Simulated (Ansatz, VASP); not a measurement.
Two plane-wave programs on CsPbBr3

File INCAR:

```
SYSTEM = CsPbBr3
ALGO = Normal
EDIFF = 1E-6
ENCUT = 520
GGA = PE
ISIF = 2
ISMEAR = 0
LASPH = .TRUE.
LCHARG = .FALSE.
LREAL = .FALSE.
LWAVE = .FALSE.
NBANDS = 30
NELM = 100
PREC = Accurate
SIGMA = 0.01
```

The input KPOINTS:

```
k-points
0
G
  4 4 4
  0 0 0
```

File POSCAR:

```
CsPbBr3
1.0
    5.9429615618      0.0000000000      0.0000000000
    0.0000000000      5.9429615618      0.0000000000
    0.0000000000      0.0000000000      5.9429615618
Cs Pb Br
1 1 3
Direct
    0.0000000000      0.0000000000      0.0000000000
    0.5000000000      0.5000000000      0.5000000000
    0.5000000000      0.5000000000      0.0000000000
    0.5000000000      0.0000000000      0.5000000000
    0.0000000000      0.5000000000      0.5000000000
```

Input for Ansatz:

```yaml
crystal:
  lattice:
    - [5.9429615618, 0.0, 0.0]
    - [0.0, 5.9429615618, 0.0]
    - [0.0, 0.0, 5.9429615618]
  atoms:
    - { symbol: Cs, position: [0.0, 0.0, 0.0] }
    - { symbol: Pb, position: [0.5, 0.5, 0.5] }
    - { symbol: Br, position: [0.5, 0.5, 0.0] }
    - { symbol: Br, position: [0.5, 0.0, 0.5] }
    - { symbol: Br, position: [0.0, 0.5, 0.5] }
kpoints:
  mp_grid: { grid: [4, 4, 4] }
  band_path:
    path: [[0.0, 0.0, 0.0], [0.0, 0.5, 0.0], [0.5, 0.5, 0.0], [0.5, 0.5, 0.5]]
    npoints: 1
hamiltonian:
  xc: pbe
scf:
  occupations: { method: fixed }
  n_extra_bands: 5
output:
  forces: true
  stress: true
  eigenvalues: true
```

Alike in both runs: task single point; functional PBE; k mesh 4 × 4 × 4; no spin polarisation.

```csv
,VASP,Ansatz
version,VASP 6.6.1,Ansatz 0.2.0
potentials or method,"VASP PAW PBE potentials, release 64 (Cs_sv, Pb_d, Br)","plane waves, PAW"
plane-wave cutoff (eV),520,420
occupations,"gaussian, width 0.01 eV",fixed
valence electrons in the cell,44,44
```

|  | VASP | Ansatz | Ansatz less VASP |
| --- | --- | --- | --- |
| gap on the k mesh at the Fermi level (eV) | 1.67 | 1.67 | -0.006 |
| pressure (GPa) | 0.7 | 0.7 | +0.01 |

Spin-orbit coupling is off throughout.
